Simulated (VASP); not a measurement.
**SrO: single point with LDA**

Crystal: SrO.

```
Sr O
1.0
     4.27547    0.00000    0.00000
    -4.27547    7.40532    0.00000
     0.00000    0.00000    5.15559
Sr O
4 4
Direct
  0.35420 0.34567 0.94162
  0.66424 0.15915 0.44546
  0.31486 0.82843 0.93724
  0.65410 0.65969 0.42773
  0.36739 0.34485 0.44079
  0.65590 0.16561 0.91994
  0.34799 0.85393 0.43081
  0.69774 0.67426 0.95850
```

```yaml
Program: VASP 6.6.1
Task: single point
Functional: LDA
Potentials_or_basis: VASP PAW LDA potentials, release 64 (Sr_sv, O)
Cutoff: 520 eV
k_mesh: 2 × 2 × 2
Occupations: gaussian, width 0.01 eV
Spin: no spin polarisation
Dipole_correction: no
Further_INCAR_settings: ALGO = Normal; EDIFF = 1e-06; NBANDS = 42
```

The pressure is -2.4 GPa, the largest force is 1.444 eV/Å and the band gap on the k mesh is 2.27 eV.

Forces on the atoms (eV/Å):
```
Sr  -0.093 -0.783 -0.151
Sr   0.158  0.948 -0.245
Sr   0.795  0.890 -0.064
Sr   0.021  0.950  0.410
O   -0.263 -0.259 -0.063
O    0.176  0.180  0.399
O    0.002 -1.440  0.104
O   -0.798 -0.486 -0.390
```

Stress tensor (GPa, compression positive):
```
-3.69  0.43 -0.09
 0.43 -0.94  0.00
-0.09  0.00 -2.54
```

Levels at points of the mesh, in eV from the valence-band top:
| k point | band 30 | band 31 | band 32 | band 33 | band 34 | band 35 |
| --- | --- | --- | --- | --- | --- | --- |
| (0.00, 0.00, 0.00) | -0.37 | -0.31 | 0.00 | 2.27 | 3.73 | 4.66 |
| (0.50, 0.00, 0.00) | -0.37 | -0.31 | -0.16 | 3.86 | 4.18 | 4.41 |
| (0.00, 0.50, 0.00) | -0.46 | -0.42 | -0.04 | 3.38 | 3.78 | 5.01 |
| (0.50, 0.50, 0.00) | -0.25 | -0.23 | -0.14 | 3.50 | 3.65 | 3.82 |
| (0.00, 0.00, 0.50) | -0.87 | -0.51 | -0.48 | 3.84 | 3.92 | 4.31 |
| (0.50, 0.00, 0.50) | -0.54 | -0.50 | -0.45 | 4.25 | 4.62 | 4.91 |
| (0.00, 0.50, 0.50) | -0.88 | -0.87 | -0.68 | 4.42 | 4.59 | 4.89 |
| (0.50, 0.50, 0.50) | -0.49 | -0.45 | -0.44 | 3.97 | 4.38 | 4.72 |

Wall time 71 s on 1 thread of AMD EPYC 7R43 64-Core Processor (Zen 3), with other jobs on the host, peak memory 0.2 GiB.

Caveat: the k points lie up to 0.73 Å⁻¹ apart; forces of over 1 eV/Å act on the atoms, so gaps and moduli don't describe the material at rest.
